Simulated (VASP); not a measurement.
Wanted: the native input for a VASP 6.6.1 run.

* Task: single point
* Functional: PBEsol
* Potentials or basis: VASP PAW PBE potentials, release 64 (Cu)
* Cutoff: 520 eV
* k mesh: 14 × 14 × 14
* Occupations: methfessel-paxton, width 0.1 eV
* Spin: no spin polarisation
* Dipole correction: no
* Further INCAR settings: ALGO = Normal; EDIFF = 1e-07; NBANDS = 12

The structure of Cu lies in POSCAR:

```
Cu
1.0
   -1.4032446616      1.4032446616      1.3383614422
    1.4032446616     -1.4032446616      1.3383614422
    1.4032446616      1.4032446616     -1.3383614422
Cu
1
Direct
    0.0000000000      0.0000000000      0.0000000000
```

One way to write it, as run:

INCAR

```
SYSTEM = Cu
PREC     = Accurate       ! precision mode
ENCUT    = 520            ! plane-wave cutoff, eV
EDIFF    = 1E-7           ! SCF threshold, eV
ISMEAR   = 1              ! smearing method
SIGMA    = 0.1            ! smearing width, eV
LREAL    = .False.        ! projectors in reciprocal space
LASPH    = .True.         ! aspherical terms in the spheres
NELM     = 100            ! most SCF steps
ALGO     = Normal         ! electronic algorithm
ISIF     = 2              ! what is computed and relaxed
LWAVE    = .False.        ! write WAVECAR
LCHARG   = .False.        ! write CHGCAR
GGA      = PS             ! functional
NBANDS   = 12             ! bands
```

KPOINTS

```
regular mesh
0
Gamma
  14 14 14
  0 0 0
```

Potentials or basis: VASP PAW PBE potentials, release 64 (Cu).

Run with:

```console
$ cat potpaw_PBE.64/Cu/POTCAR > POTCAR
$ mpirun -np 1 vasp_std > vasp.out
```

Results of the run:

| Quantity | Value |
| --- | --- |
| Pressure | 15.5 GPa |

Caveat: the PAW data sets were made with another functional, which shifts forces and pressure a little.

It took 34 s on 1 thread of AMD EPYC 7R43 64-Core Processor (Zen 3) (shared host), peak memory 0.1 GiB.
